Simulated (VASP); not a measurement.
# WC (P1) in VASP: further runs, part 2 of 2

VASP 6.6.1. The steps go on from the part before.

**4. Single point, PBE+D3(BJ)**

File INCAR:

```
  PREC = Accurate
  ENCUT = 520
  EDIFF = 1E-6
  ISMEAR = -1
  SIGMA = 0.3
  LREAL = Auto
  LASPH = True
  NELM = 60
  ALGO = Normal
  ISIF = 2
  LWAVE = False
  LCHARG = False
  GGA = PE
  IVDW = 12
  NBANDS = 86
```

File KPOINTS:

```
Automatic mesh
0
Gamma
  2 2 2
```

File POSCAR:

```
WC
1.0
   -2.9007650000     -5.0242720000      0.0000000000
    4.3511470000     -2.5121360000      0.0000000000
    0.0000000000      0.0000000000      5.6940560000
W C
8 8
Direct
    0.7734827841      0.4270119553     -0.0083420325
    0.7298941031      0.5044764674      0.5029806521
    0.4799472649     -0.0463293407     -0.0216717222
    0.4906029454      0.0052454796      0.4801322642
    0.2626720576      0.4804135349     -0.0165435675
    0.2128840929      0.4866824140      0.4904939467
   -0.0060973466     -0.0432959331     -0.0039163647
   -0.0284298685      0.0424098824      0.5019269217
    0.4645248397      0.6364706586      0.2448869488
    0.4750759867      0.6591558029      0.7196978744
    0.2386928750      0.1182428306      0.2211428901
    0.2599024888      0.1762560637      0.7761075760
   -0.0012387841      0.6295136842      0.2033524082
    0.0601915910      0.6845095467      0.7591249542
    0.7482922795      0.0967607057      0.2609563376
    0.7219762566      0.1182638637      0.7528552582
```

Potentials or basis: VASP PAW PBE potentials, release 64 (W_sv, C).

On the command line:

```bash
$ cat potpaw_PBE.64/W_sv/POTCAR potpaw_PBE.64/C/POTCAR > POTCAR
$ mpirun -np 1 vasp_std > vasp.out
```

OUTCAR:

```text
PREC = Accurate
   ENCUT = 520
   EDIFF = 1E-6
   ISMEAR = -1
   LREAL = Auto
   LASPH = True
   NELM = 60
   ISIF = 2
   GGA = PE
   IVDW = 12
 IVDW          = 12

 ion  position               nearest neighbor table
   1  0.773  0.427  0.992-  13 2.05  16 2.08  15 2.26  14 2.49   9 2.53  10 2.60   7 2.69   2 2.82
                             5 2.85   3 2.93   2 2.95   7 2.95   5 2.98   3 3.15
   2  0.730  0.504  0.503-  10 2.08   9 2.23  13 2.40  16 2.41  15 2.47  14 2.57   8 2.71   6 2.80
                             1 2.82   4 2.87   4 2.88   1 2.95   6 3.00   8 3.04
   3  0.480  0.954  0.978-  12 2.05  16 2.07  10 2.09  11 2.13   9 2.20  15 2.35   5 2.69   7 2.82
                             4 2.85   4 2.87   1 2.93   5 2.93   7 2.98   1 3.15
   4  0.491  0.005  0.480-  15 2.00  16 2.13  11 2.15  10 2.21   9 2.29  12 2.32   8 2.80   3 2.85
                             3 2.87   2 2.87   2 2.88   6 2.91   8 3.02   6 3.06
   5  0.263  0.480  0.983-  12 1.93  14 2.02   9 2.05  13 2.11  10 2.14  11 2.27   3 2.69   6 2.82
                             1 2.85   7 2.86   6 2.90   3 2.93   1 2.98   7 3.06
   6  0.213  0.487  0.490-  14 2.03   9 2.16  13 2.18  10 2.18  12 2.27  11 2.41   8 2.64   2 2.80
                             5 2.82   5 2.90   4 2.91   2 3.00   4 3.06   8 3.12
   7  0.994  0.957  0.996-  14 1.96  13 2.02  11 2.08  15 2.19  16 2.25  12 2.27   1 2.69   3 2.82
[... 222 lines left out ...]
      6     -62.6403      2.00000
[... 685 lines left out ...]
     83      14.7458      0.00006
     84      14.9941      0.00003
 [bands above 84 left out]

------------------------ aborting loop because EDIFF is reached ----------------------------------------

 Edisp (eV)   -7.39419

 E8    (eV) :    -3.3911

  FORCE on cell =-STRESS in cart. coord.  units (eV):
  Direction    XX          YY          ZZ          XY          YZ          ZX
  --------------------------------------------------------------------------------------
  -------------------------------------------------------------------------------------
  Total      21.86146    18.97968    18.11306     1.40722    -5.18703     4.70253
  in kB     211.03394   183.21545   174.84973    13.58421   -50.07164    45.39465
  external pressure =      189.70 kB  Pullay stress =        0.00 kB

 VOLUME and BASIS-vectors are now :
 -----------------------------------------------------------------------------
  energy-cutoff  :      520.00
  volume of cell :      165.97
      direct lattice vectors                 reciprocal lattice vectors
    -2.900765000 -5.024272000  0.000000000    -0.086184169 -0.149275353  0.000000000
     4.351147000 -2.512136000  0.000000000     0.172368338 -0.099516914  0.000000000
     0.000000000  0.000000000  5.694056000     0.000000000  0.000000000  0.175621736

 POSITION                                       TOTAL-FORCE (eV/Angst)
 -----------------------------------------------------------------------------------
     -0.38570     -4.95890      5.64656         5.857909      0.819546      0.328586
      0.07780     -4.93450      2.86400        -0.986787      0.370033     -1.922441
      2.75735     -4.80714      5.57066         0.326989     -2.850531      2.763460
     -1.40030     -2.47810      2.73390        -1.436594      3.767428      1.514612
      1.32840     -2.52660      5.59986        -0.093811      1.142598      3.067071
      1.50010     -2.29220      2.79290        -1.052055     -3.133241     -0.888080
[... 8 lines left out ...]
     -1.74960     -4.00270      1.48590         3.574434      0.147540     -4.011047
     -1.57970     -3.92450      4.28680         0.675598     -2.046714     -0.759136
 -----------------------------------------------------------------------------------
    total drift:                                0.010067     -0.009706     -0.011722

  FREE ENERGIE OF THE ION-ELECTRON SYSTEM (eV)
  ---------------------------------------------------
  free  energy   TOTEN  =      -179.0495809139 eV

  energy  without entropy=     -177.5758096685  energy(sigma->0) =     -178.31269529
```

stdout:

```text
POSCAR found type information on POSCAR W C
 POSCAR found :  2 types and      16 ions
 scaLAPACK will be used
 LDA part: xc-table for (Slater+PW92), standard interpolation
 POSCAR, INCAR and KPOINTS ok, starting setup
 FFT: planning ... GRIDC
 FFT: planning ... GRID_SOFT
 FFT: planning ... GRID
 WAVECAR not read
 entering main loop
```

Run time: 7.2 min. Hardware: 1 thread of AMD EPYC 7R13, shared host; peak memory 0.28 GiB.

Results:

```yaml
Free_energy: -179.0496 eV
Pressure: 19.0 GPa
Largest_force: 7.446 eV/Å
Band_gap_on_the_k_mesh: zero (band 72 reaches 11.90 eV, above the bottom of band 73 at 11.56 eV)
Dispersion_energy_per_atom: -0.462 eV
```

Forces in eV/Å, atoms in the order of the input:
```
W    5.858  0.820  0.329
W   -0.987  0.370 -1.922
W    0.327 -2.851  2.763
W   -1.437  3.767  1.515
W   -0.094  1.143  3.067
W   -1.052 -3.133 -0.888
W    2.404 -0.683  0.010
W   -7.277 -0.877  1.311
C   -1.143 -2.454  1.010
C   -1.024 -0.936  0.105
C    1.278 -1.113  1.606
C   -1.616  2.436 -4.438
C   -0.650  0.907  3.402
C    1.162  4.503 -3.099
C    3.574  0.148 -4.011
C    0.676 -2.047 -0.759
```

Caveat: the k points lie up to 0.63 Å⁻¹ apart; spin-orbit coupling is left out, which moves the levels of the heavy elements; pairwise dispersion overbinds metals, which lowers pressure and volume; forces of over 1 eV/Å act on the atoms, so gaps and moduli don't describe the material at rest.

**5. Single point, PBE+D3(BJ)**

File INCAR:

```
PREC = Accurate ; ENCUT = 520
EDIFF = 1E-7 ; ISMEAR = -1
SIGMA = 0.3 ; LREAL = Auto
LASPH = T ; NELM = 80
ALGO = Normal ; ISIF = 2
LWAVE = F ; LCHARG = F
GGA = PE ; IVDW = 12
NBANDS = 86
```

KPOINTS is that of step 4.

File POSCAR:

```
WC
1.0
   -2.9007650000     -5.0242720000      0.0000000000
    4.3511470000     -2.5121360000      0.0000000000
    0.0000000000      0.0000000000      5.6940560000
W C
8 8
Direct
    0.7200221817      0.5235435953     -0.0098172550
    0.7366852414      0.4687616310      0.4753729152
    0.4993850558     -0.0017699491     -0.0006849248
    0.4807273956     -0.0329620664      0.4963597127
    0.2292360449      0.4748770602      0.0007024869
    0.2611860096      0.4904314277      0.4919867314
   -0.0121852447     -0.0047680603     -0.0104494933
   -0.0017413213     -0.0612829592      0.4828895255
    0.4953916259      0.6401794032      0.2556876855
    0.5102639242      0.6650098772      0.7353457711
    0.2399029113      0.1199228545      0.2528601756
    0.2449275012      0.1303741572      0.7273374199
   -0.0099137451      0.5959905641      0.2494004274
    0.0227550025      0.6452567369      0.7299717460
    0.7306448519      0.1623087002      0.2212482631
    0.7588817629      0.1571856012      0.7463572540
```

Potentials or basis: VASP PAW PBE potentials, release 64 (W_sv, C).

On the command line:

```bash
$ cat potpaw_PBE.64/W_sv/POTCAR potpaw_PBE.64/C/POTCAR > POTCAR
$ mpirun -np 1 vasp_std > vasp.out
```

OUTCAR:

```text
PREC = Accurate
   ENCUT = 520
   EDIFF = 1E-7
   ISMEAR = -1
   LREAL = Auto
   LASPH = T
   NELM = 80
   ISIF = 2
   GGA = PE
   IVDW = 12
 IVDW          = 12

 ion  position               nearest neighbor table
   1  0.720  0.524  0.990-  10 2.02   9 2.08  13 2.18  15 2.24  16 2.32  14 2.38   3 2.71   2 2.78
                             7 2.83   5 2.86   3 2.93   2 2.95   5 2.96   7 3.08
   2  0.737  0.469  0.475-  13 2.06   9 2.07  15 2.11  16 2.20  10 2.21  14 2.38   6 2.76   1 2.78
                             8 2.81   4 2.91   4 2.93   1 2.95   6 3.05   8 3.07
[... 931 lines left out ...]
  Total      12.60542    10.85403     7.86248     2.29497     1.44007    -2.00542
  in kB     121.68314   104.77654    75.89847    22.15393    13.90135   -19.35885
  external pressure =      100.79 kB  Pullay stress =        0.00 kB

 VOLUME and BASIS-vectors are now :
 -----------------------------------------------------------------------------
  energy-cutoff  :      520.00
  volume of cell :      165.97
      direct lattice vectors                 reciprocal lattice vectors
    -2.900765000 -5.024272000  0.000000000    -0.086184169 -0.149275353  0.000000000
     4.351147000 -2.512136000  0.000000000     0.172368338 -0.099516914  0.000000000
     0.000000000  0.000000000  5.694056000     0.000000000  0.000000000  0.175621736

 POSITION                                       TOTAL-FORCE (eV/Angst)
 -----------------------------------------------------------------------------------
      0.18940     -4.93280      5.63816        -6.264049     -0.709696     -0.814013
     -0.09730     -4.87890      2.70680        -1.211204     -1.548428      3.621033
      2.89485     -5.01674      5.69016        -0.022407      2.385742     -1.968749
      2.81325     -4.84464      2.82630         0.678678     -4.288166     -0.714302
      1.40130     -2.34470      0.00400        -0.611485     -1.282546     -1.599722
      1.37630     -2.54430      2.80140        -2.566946      4.441238      0.569341
[... 8 lines left out ...]
     -1.41320     -4.07870      1.25980        -1.241899     -0.289248      1.757896
     -1.51740     -4.20770      4.24980         0.636101      1.159361     -1.089956
 -----------------------------------------------------------------------------------
    total drift:                                0.014489     -0.007734     -0.000419

  FREE ENERGIE OF THE ION-ELECTRON SYSTEM (eV)
  ---------------------------------------------------
  free  energy   TOTEN  =      -182.9036478428 eV

  energy  without entropy=     -181.5721683567  energy(sigma->0) =     -182.23790810
```

stdout:

```text
POSCAR found type information on POSCAR W C
 POSCAR found :  2 types and      16 ions
 scaLAPACK will be used
 LDA part: xc-table for (Slater+PW92), standard interpolation
 POSCAR, INCAR and KPOINTS ok, starting setup
 FFT: planning ... GRIDC
 FFT: planning ... GRID_SOFT
 FFT: planning ... GRID
 WAVECAR not read
 entering main loop
```

Wall time 6.7 min (1 thread of AMD EPYC 7R13, shared host); peak memory 0.28 GiB.

Results:

```yaml
Free_energy: -182.9036 eV
Pressure: 10.1 GPa
Largest_force: 6.356 eV/Å
Band_gap_on_the_k_mesh: zero (band 72 reaches 11.62 eV, above the bottom of band 73 at 11.56 eV)
Dispersion_energy_per_atom: -0.462 eV
```

Forces on the atoms (eV/Å):
```
W   -6.264 -0.710 -0.814
W   -1.211 -1.548  3.621
W   -0.022  2.386 -1.969
W    0.679 -4.288 -0.714
W   -0.611 -1.283 -1.600
W   -2.567  4.441  0.569
W   -1.943 -0.296 -0.456
W    5.116 -1.040  0.783
C    1.425  0.351 -2.000
C    0.142  1.661  0.440
C    1.314 -0.413 -1.364
C    1.369 -0.367  1.699
C    2.247 -1.694 -0.602
C    0.933  1.929  1.740
C   -1.242 -0.289  1.758
C    0.636  1.159 -1.090
```

Levels at points of the mesh, in eV from the Fermi level:
```csv
k point,band 69,band 70,band 71,band 72,band 73,band 74,band 75,band 76
"(0.00, 0.00, 0.00)",-0.97,-0.86,-0.23,-0.02,0.11,0.57,0.93,1.52
"(0.50, 0.00, 0.00)",-1.09,-0.86,-0.25,0.03,0.13,0.38,0.49,0.72
"(0.00, 0.50, 0.00)",-0.95,-0.90,-0.28,0.08,0.76,1.25,1.61,1.83
"(0.50, 0.50, 0.00)",-1.78,-1.54,-1.30,-1.17,1.12,1.21,1.47,1.61
"(0.00, 0.00, 0.50)",-1.09,-0.89,-0.39,-0.08,0.35,0.49,0.60,1.24
"(0.50, 0.00, 0.50)",-1.28,-1.15,-0.99,-0.65,0.02,0.24,0.33,0.57
"(0.00, 0.50, 0.50)",-1.60,-1.41,-1.15,-1.05,0.27,0.78,0.79,1.31
"(0.50, 0.50, 0.50)",-1.78,-1.57,-1.25,-1.22,0.94,1.26,1.38,1.54
```

Caveat: the k points lie up to 0.63 Å⁻¹ apart; spin-orbit coupling is left out, which moves the levels of the heavy elements; pairwise dispersion overbinds metals, which lowers pressure and volume; forces of over 1 eV/Å act on the atoms, so gaps and moduli don't describe the material at rest.
